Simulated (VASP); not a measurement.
# CoMo (P-6m2) in VASP: a series of runs

The runs below take CoMo through single point, with LDA.

All numbers are computed with VASP 6.6.1; they aren't measurements. Logs are shortened: lines on timing, memory, paths and dates and some standing lists are left out, and cuts for length are marked.

## (1) The cell of the first run

It takes space group P-6m2 (No. 187, hexagonal). The conventional cell has a = 2.415 Å, b = 2.415 Å, c = 3.750 Å, α = 90.00°, β = 90.00°, γ = 120.00°. Within 3.1 Å of Co (site symmetry -6m2) lie 6 Mo at 2.34 Å and 6 Co at 2.42 Å. Within 3.1 Å of Mo (site symmetry -6m2) lie 6 Co at 2.34 Å and 6 Mo at 2.42 Å.

## (2) Single point, LDA (volume scaled by 0.72)

File INCAR:

```
SYSTEM = CoMo
PREC = Accurate
ENCUT = 520
EDIFF = 1E-6
ISMEAR = -1
SIGMA = 0.05
LREAL = .FALSE.
LASPH = .TRUE.
NELM = 80
ALGO = Normal
ISIF = 2
LWAVE = .FALSE.
LCHARG = .FALSE.
NBANDS = 18
```

File KPOINTS:

```
regular mesh
0
G
  14 14 8
  0 0 0
```

File POSCAR:

```
CoMo
1.0
    2.4154125412      0.0000000000      0.0000000000
   -1.2077062706      2.0918086213      0.0000000000
    0.0000000000      0.0000000000      3.7496971126
Co Mo
1 1
Direct
    0.6666666667      0.3333333333      0.5000000000
    0.3333333333      0.6666666667      0.0000000000
```

Potentials or basis: VASP PAW LDA potentials, release 64 (Co, Mo_sv).

Run with:

```console
$ cat potpaw_LDA.64/Co/POTCAR potpaw_LDA.64/Mo_sv/POTCAR > POTCAR
$ mpirun -np 1 vasp_std > vasp.out
```

OUTCAR:

```text
SYSTEM = CoMo
   PREC = Accurate
   ENCUT = 520
   EDIFF = 1E-6
   ISMEAR = -1
   LREAL = .FALSE.
   LASPH = .TRUE.
   NELM = 80
   ISIF = 2

 ion  position               nearest neighbor table
   1  0.667  0.333  0.500-   2 2.34   2 2.34   2 2.34   2 2.34   2 2.34   2 2.34
   2  0.333  0.667  0.000-   1 2.34   1 2.34   1 2.34   1 2.34   1 2.34   1 2.34

  LATTYP: Found a hexagonal cell.
 ALAT       =     2.4154125412
 C/A-ratio  =     1.5524044231

  Lattice vectors:

 A1 = (   2.4154125412,   0.0000000000,   0.0000000000)
 A2 = (  -1.2077062706,   2.0918086213,   0.0000000000)
 A3 = (   0.0000000000,   0.0000000000,   3.7496971126)

Analysis of symmetry for initial positions (statically):
=====================================================================
 Subroutine PRICEL returns:
 Original cell was already a primitive cell.

 Routine SETGRP: Setting up the symmetry group for a
 hexagonal supercell.

 Subroutine GETGRP returns: Found 12 space group operations
 (whereof 12 operations were pure point group operations)
 out of a pool of 24 trial point group operations.

The static configuration has the point symmetry D_3h.

Analysis of symmetry for dynamics (positions and initial velocities):
=====================================================================
 Subroutine PRICEL returns:
 Original cell was already a primitive cell.

 Routine SETGRP: Setting up the symmetry group for a
 hexagonal supercell.

 Subroutine GETGRP returns: Found 12 space group operations
 (whereof 12 operations were pure point group operations)
 out of a pool of 24 trial point group operations.

The dynamic configuration has the point symmetry D_3h.

 Subroutine INISYM returns: Found 12 space group operations
 (whereof 12 operations are pure point group operations),
 and found     1 'primitive' translations

----------------------------------------------------------------------------------------

                                     Primitive cell

  volume of cell :      18.9456

  direct lattice vectors                    reciprocal lattice vectors
     2.415412541  0.000000000  0.000000000     0.414007952  0.239027603  0.000000000
    -1.207706271  2.091808621  0.000000000     0.000000000  0.478055205  0.000000000
     0.000000000  0.000000000  3.749697113     0.000000000  0.000000000  0.266688207

  length of vectors
     2.415412541  2.415412541  3.749697113     0.478055205  0.478055205  0.266688207

  position of ions in fractional coordinates (direct lattice)
[... 72 lines left out ...]
   ICHARG =      2    charge: 1-file 2-atom 10-const
   ISPIN  =      1    spin polarized calculation?
   LNONCOLLINEAR =      F non collinear calculations
   LSORBIT =      F    spin-orbit coupling
   LASPH  =      T    aspherical Exc in radial PAW
   ENCUT  =  520.0 eV  38.22 Ry    6.18 a.u.   4.49  4.49  6.97*2*pi/ulx,y,z
   NELM   =     80;   NELMIN=  2; NELMDL= -5     # of ELM steps
   EDIFF  = 0.1E-05   stopping-criterion for ELM
   LREAL  =      F    real-space projection
   EDIFFG = 0.1E-04   stopping-criterion for IOM
   NSW    =      0    number of steps for IOM
   IBRION =     -1    ionic relax: 0-MD 1-quasi-New 2-CG
   NFREE  =      0    steps in history (QN), initial steepest desc. (CG)
   ISIF   =      2    stress and relaxation
   ISYM   =      2    0-nonsym 1-usesym 2-fastsym
   POTIM  = 0.5000    time-step for ionic-motion
   TEBEG  =    0.0;   TEEND  =   0.0 temperature during run
   PSTRESS=    0.0 pullay stress
   NELECT =      23.0000    total number of electrons
   NUPDOWN=      -1.0000    fix difference up-down
   EMIN   =  10.00;   EMAX   =-10.00  energy-range for DOS
   EFERMI =   0.00;   METHOD = LEGACY
   ISMEAR =    -1;   SIGMA  =   0.05  broadening in eV -4-tet -1-fermi 0-gaus
   EFERMI_NEDOS =   21; number of points for ismear=-14 and -15
   IALGO  =     38    algorithm
   IMIX   =      4    mixing-type and parameters
     AMIX     =   0.40;   BMIX     =  1.00
     AMIX_MAG =   1.60;   BMIX_MAG =  1.00
  volume/ion in A,a.u.               =       9.47        63.93
  Fermi-wavevector in a.u.,A,eV,Ry     =   1.746416  3.300247 41.497331  3.049968
  Thomas-Fermi vector in A             =   2.817914
   LORBIT       =      0    0 simple, 1 ext, 2 COOP (PROOUT), +10 PAW based schemes
   GGA     = CA    functional components
   LHFCALC =     F    Hartree Fock is set to
   AEXX    =    0.0000 exact exchange contribution
   IVDW    =     0    specifies the selected vdW correction
   LEPSILON=     F    determine dielectric tensor
   LRPA    =     F    only Hartree local field effects (RPA)
 non-spin polarized calculation
  energy-cutoff  :      520.00
  volume of cell :       18.95
 maximum number of plane-waves:       524
 NGX is ok and might be reduce to    18
   NGX =  9   NGY =  9   NGZ = 13

 number of electron      22.9999994 magnetization

 Free energy of the ion-electron system (eV)
  ---------------------------------------------------
  ext. energy  EPLUGINS =         0.00000000
  ---------------------------------------------------
  free energy    TOTEN  =       -17.89560024 eV

  energy without entropy =      -17.88002600  energy(sigma->0) =      -17.88781312

 E-fermi :  17.2894     XC(G=0): -15.6416

 val. band max:       17.2812113262   @ k =   0.1429  -0.0000   0.1250
 cond. band min:      17.2896105574   @ k =   0.2857   0.0714   0.2500
 fundamental gap:      0.0083992312
 Fermi energy:        17.2894369992

 k-point     1 :       0.0000    0.0000    0.0000
  band No.  band energies     occupation
      1     -43.6971      2.00000
      2     -18.0257      2.00000
      3     -15.8304      2.00000
      4     -15.8304      2.00000
      5       8.0093      2.00000
      6      10.6119      2.00000
[... 481 lines left out ...]
      5      10.8636      2.00000
      6      12.5221      2.00000
[... 10 lines left out ...]
     17      27.4863      0.00000
     18      35.9258      0.00000

 [... further k-points ...]
[... 5 lines left out ...]
  --------------------------------------------------------------------------------------
  -------------------------------------------------------------------------------------
  Total       16.1988260     16.1988260     16.9171588      0.0000000     -0.0000000      0.0000000
  in kB     1369.8867660   1369.8867660   1430.6340451      0.0000000     -0.0000000      0.0000000
  external PRESSURE =    1390.1358590 kB  Pullay stress =       0.0000000 kB

 VOLUME and BASIS-vectors are now :
 -----------------------------------------------------------------------------
  energy-cutoff  :      520.00
  volume of cell :       18.95
      direct lattice vectors                 reciprocal lattice vectors
     2.415412541  0.000000000  0.000000000     0.414007952  0.239027603  0.000000000
    -1.207706271  2.091808621  0.000000000     0.000000000  0.478055205  0.000000000
     0.000000000  0.000000000  3.749697113     0.000000000  0.000000000  0.266688207

 POSITION                                       TOTAL-FORCE (eV/Angst)
 -----------------------------------------------------------------------------------
      1.20771      0.69727      1.87485        -0.000000      0.000000      0.000000
     -0.00000      1.39454      0.00000         0.000000      0.000000      0.000000
 -----------------------------------------------------------------------------------
    total drift:                                0.000000     -0.000000     -0.000000

  FREE ENERGIE OF THE ION-ELECTRON SYSTEM (eV)
  ---------------------------------------------------
  free  energy   TOTEN  =       -17.8956002389 eV

  energy  without entropy=      -17.8800260017  energy(sigma->0) =      -17.88781312
```

OSZICAR:

```text
N       E                     dE             d eps       ncg     rms          rms(c)
DAV:   1     0.185485978074E+03    0.18549E+03   -0.12871E+04  4480   0.164E+03
DAV:   2    -0.140640621414E+02   -0.19955E+03   -0.19318E+03  4410   0.399E+02
DAV:   3    -0.198397305286E+02   -0.57757E+01   -0.57085E+01  4650   0.804E+01
DAV:   4    -0.199112956496E+02   -0.71565E-01   -0.71531E-01  4806   0.845E+00
DAV:   5    -0.199132995816E+02   -0.20039E-02   -0.20039E-02  4920   0.150E+00    0.388E+01
DAV:   6    -0.271280439713E+02   -0.72147E+01   -0.85047E+01  4724   0.118E+02    0.346E+01
DAV:   7    -0.180292077815E+02    0.90988E+01   -0.26772E+01  5292   0.870E+01    0.121E+01
DAV:   8    -0.179204362624E+02    0.10877E+00   -0.63163E-01  4724   0.745E+00    0.233E+00
DAV:   9    -0.178997409867E+02    0.20695E-01   -0.16620E-01  6160   0.502E+00    0.883E-01
DAV:  10    -0.178955576798E+02    0.41833E-02   -0.16155E-02  6534   0.156E+00    0.461E-01
DAV:  11    -0.178956895580E+02   -0.13188E-03   -0.77670E-04  5606   0.336E-01    0.180E-01
DAV:  12    -0.178956194810E+02    0.70077E-04   -0.16846E-04  6350   0.168E-01    0.493E-02
DAV:  13    -0.178956002860E+02    0.19195E-04   -0.65779E-05  6426   0.962E-02    0.745E-03
DAV:  14    -0.178956002389E+02    0.47121E-07   -0.19097E-06  2682   0.153E-02
   1 F= -.17895600E+02 E0= -.17887813E+02  d E =-.155742E-01
```

Wall time 26 s (1 thread of Intel Xeon 6975P-C, shared host); peak memory 0.15 GiB.

Results:

| Quantity | Value |
| --- | --- |
| Free energy | -17.8956 eV |
| Pressure | 139.0 GPa |

Stress tensor (GPa, compression positive):
```
136.99   0.00   0.00
  0.00 136.99   0.00
  0.00   0.00 143.06
```

## (3) Single point, LDA (volume scaled by 0.8)

File INCAR:

```
PREC = Accurate ; ENCUT = 520
EDIFF = 1E-6 ; ISMEAR = -1
SIGMA = 0.05 ; LREAL = F
LASPH = T ; NELM = 60
ALGO = Normal ; ISIF = 2
LWAVE = F ; LCHARG = T
LELF = T ; LVHAR = T
NBANDS = 18
```

File KPOINTS:

```
Automatic mesh
0
Gamma
  14 14 8
```

File POSCAR:

```
CoMo
1.0
    2.5017494545      0.0000000000      0.0000000000
   -1.2508747272      2.1665785815      0.0000000000
    0.0000000000      0.0000000000      3.8837269186
Co Mo
1 1
Direct
    0.6666666667      0.3333333333      0.5000000000
    0.3333333333      0.6666666667      0.0000000000
```

Potentials or basis: VASP PAW LDA potentials, release 64 (Co, Mo_sv).

Run with:

```console
$ cat potpaw_LDA.64/Co/POTCAR potpaw_LDA.64/Mo_sv/POTCAR > POTCAR
$ mpirun -np 1 vasp_std > vasp.out
```

Wall time 37 s (1 thread of Intel Xeon 6975P-C, shared host); peak memory 0.16 GiB.

Results (log left out):

| Property | Result |
| --- | --- |
| Free energy | -19.2268 eV |
| Pressure | 69.1 GPa |

Stress tensor (GPa, compression positive):
```
68.31  0.00  0.00
 0.00 68.31  0.00
 0.00  0.00 70.68
```

Levels at points of the mesh, in eV from the Fermi level:
| k point | band 9 | band 10 | band 11 | band 12 | band 13 | band 14 | band 15 | band 16 |
| --- | --- | --- | --- | --- | --- | --- | --- | --- |
| (0.00, 0.00, 0.00) | -1.77 | -1.37 | -1.37 | -0.86 | -0.86 | 2.22 | 3.73 | 3.73 |
| (0.50, 0.00, 0.00) | -1.77 | -1.52 | -1.07 | 0.16 | 3.55 | 4.06 | 6.58 | 9.48 |
| (0.00, 0.00, 0.50) | -2.27 | -2.18 | -2.18 | -2.07 | 0.47 | 0.47 | 3.70 | 3.70 |
| (0.50, 0.00, 0.50) | -1.42 | -0.31 | 0.09 | 1.36 | 2.67 | 2.76 | 5.80 | 6.60 |

 Spin polarisation is off, so any magnetic state and its effect on volume and gap are missing.

## (4) Single point, LDA (volume scaled by 0.85)

File INCAR:

```
PREC = Accurate
ENCUT = 520
EDIFF = 1E-7
ISMEAR = -1
SIGMA = 0.05
LREAL = False
LASPH = True
NELM = 60
ALGO = Normal
ISIF = 2
LWAVE = False
LCHARG = False
GGA = CA
NBANDS = 18
```

KPOINTS is that of step 3.

File POSCAR:

```
CoMo
1.0
    2.5528196062      0.0000000000      0.0000000000
   -1.2764098031      2.2108066302      0.0000000000
    0.0000000000      0.0000000000      3.9630084479
Co Mo
1 1
Direct
    0.6666666667      0.3333333333      0.5000000000
    0.3333333333      0.6666666667      0.0000000000
```

Potentials or basis: VASP PAW LDA potentials, release 64 (Co, Mo_sv).

Run with:

```console
$ cat potpaw_LDA.64/Co/POTCAR potpaw_LDA.64/Mo_sv/POTCAR > POTCAR
$ mpirun -np 1 vasp_std > vasp.out
```

OUTCAR:

```text
PREC = Accurate
   ENCUT = 520
   EDIFF = 1E-7
   ISMEAR = -1
   LREAL = False
   LASPH = True
   NELM = 60
   ISIF = 2
   GGA = CA

 ion  position               nearest neighbor table
   1  0.667  0.333  0.500-   2 2.47   2 2.47   2 2.47   2 2.47   2 2.47   2 2.47
   2  0.333  0.667  0.000-   1 2.47   1 2.47   1 2.47   1 2.47   1 2.47   1 2.47

  LATTYP: Found a hexagonal cell.
 ALAT       =     2.5528196062
 C/A-ratio  =     1.5524044230

  Lattice vectors:

 A1 = (   2.5528196062,   0.0000000000,   0.0000000000)
[... 191 lines left out ...]
      6       8.2855      2.00000
[... 481 lines left out ...]
      5       9.0139      2.00000
      6      10.1552      2.00000
[... 10 lines left out ...]
     17      22.7411      0.00000
     18      30.2070      0.00000

 [... further k-points ...]
[... 5 lines left out ...]
  --------------------------------------------------------------------------------------
  -------------------------------------------------------------------------------------
  Total        5.4464240      5.4464240      5.5628415     -0.0000000      0.0000000      0.0000000
  in kB      390.1450927    390.1450927    398.4844555     -0.0000000      0.0000000      0.0000000
  external PRESSURE =     392.9248803 kB  Pullay stress =       0.0000000 kB

 VOLUME and BASIS-vectors are now :
 -----------------------------------------------------------------------------
  energy-cutoff  :      520.00
  volume of cell :       22.37
      direct lattice vectors                 reciprocal lattice vectors
     2.552819606  0.000000000  0.000000000     0.391723723  0.226161797  0.000000000
    -1.276409803  2.210806630  0.000000000     0.000000000  0.452323594  0.000000000
     0.000000000  0.000000000  3.963008448     0.000000000  0.000000000  0.252333552

 POSITION                                       TOTAL-FORCE (eV/Angst)
 -----------------------------------------------------------------------------------
      1.27641      0.73694      1.98150         0.000000     -0.000000      0.000000
     -0.00000      1.47387      0.00000        -0.000000      0.000000      0.000000
 -----------------------------------------------------------------------------------
    total drift:                                0.000000     -0.000000      0.000000

  FREE ENERGIE OF THE ION-ELECTRON SYSTEM (eV)
  ---------------------------------------------------
  free  energy   TOTEN  =       -19.6660971108 eV

  energy  without entropy=      -19.6459449276  energy(sigma->0) =      -19.65602102
```

OSZICAR:

```text
N       E                     dE             d eps       ncg     rms          rms(c)
DAV:   1     0.191177343004E+03    0.19118E+03   -0.12822E+04  4392   0.158E+03
DAV:   2    -0.158654965964E+02   -0.20704E+03   -0.20088E+03  4450   0.391E+02
DAV:   3    -0.219668018688E+02   -0.61013E+01   -0.60132E+01  4682   0.806E+01
DAV:   4    -0.220457272376E+02   -0.78925E-01   -0.78882E-01  4858   0.876E+00
DAV:   5    -0.220478728392E+02   -0.21456E-02   -0.21455E-02  4946   0.155E+00    0.285E+01
DAV:   6    -0.327682378823E+02   -0.10720E+02   -0.11913E+02  4662   0.131E+02    0.344E+01
DAV:   7    -0.198046174059E+02    0.12964E+02   -0.24040E+01  5276   0.788E+01    0.783E+00
DAV:   8    -0.201025007418E+02   -0.29788E+00   -0.48418E+00  6558   0.214E+01    0.680E+00
DAV:   9    -0.196728264640E+02    0.42967E+00   -0.22833E+00  6096   0.159E+01    0.127E+00
DAV:  10    -0.196700809672E+02    0.27455E-02   -0.17982E-02  4616   0.108E+00    0.843E-01
DAV:  11    -0.196660983910E+02    0.39826E-02   -0.11865E-02  5882   0.119E+00    0.251E-01
DAV:  12    -0.196662494619E+02   -0.15107E-03   -0.40272E-04  6450   0.215E-01    0.194E-01
DAV:  13    -0.196661013496E+02    0.14811E-03   -0.43633E-04  5896   0.229E-01    0.512E-02
DAV:  14    -0.196660972557E+02    0.40939E-05   -0.21501E-05  5924   0.395E-02    0.126E-02
DAV:  15    -0.196660971097E+02    0.14598E-06   -0.58853E-07  4934   0.764E-03    0.452E-03
DAV:  16    -0.196660971108E+02   -0.10355E-08   -0.30563E-08  2492   0.227E-03
   1 F= -.19666097E+02 E0= -.19656021E+02  d E =-.201522E-01
```

stdout:

```text
POSCAR found type information on POSCAR CoMo
 POSCAR found :  2 types and       2 ions
 scaLAPACK will be used
 LDA part: xc-table for (Slater(with rela. corr.)+CA(PZ))
 , standard interpolation
 POSCAR, INCAR and KPOINTS ok, starting setup
 FFT: planning ... GRIDC
 FFT: planning ... GRID_SOFT
 FFT: planning ... GRID
 WAVECAR not read
 entering main loop
```

Run time: 38 s. Hardware: 1 thread of Intel Xeon 6975P-C, shared host; peak memory 0.16 GiB.

What came out:

| Item | Value |
| --- | --- |
| Free energy | -19.6661 eV |
| Pressure | 39.3 GPa |

 Spin polarisation is off, so any magnetic state and its effect on volume and gap are missing.

## (5) Summary

```csv
cell,gap on the mesh (eV),pressure (GPa)
"a = 2.415, b = 2.415, c = 3.750 Å, angles 90.0, 90.0, 120.0°, 2 atoms",none,139.0
"a = 2.502, b = 2.502, c = 3.884 Å, angles 90.0, 90.0, 120.0°, 2 atoms",none,69.1
"a = 2.553, b = 2.553, c = 3.963 Å, angles 90.0, 90.0, 120.0°, 2 atoms",none,39.3
```

Alike in all rows: task single point; level LDA; potentials or basis VASP PAW LDA potentials, release 64 (Co, Mo_sv); no spin polarisation; k mesh 14 × 14 × 8; cutoff (eV) 520; smearing fermi-dirac 0.05 eV.

Total energies depend on the potentials used, so only differences within one code and one set of settings carry meaning.
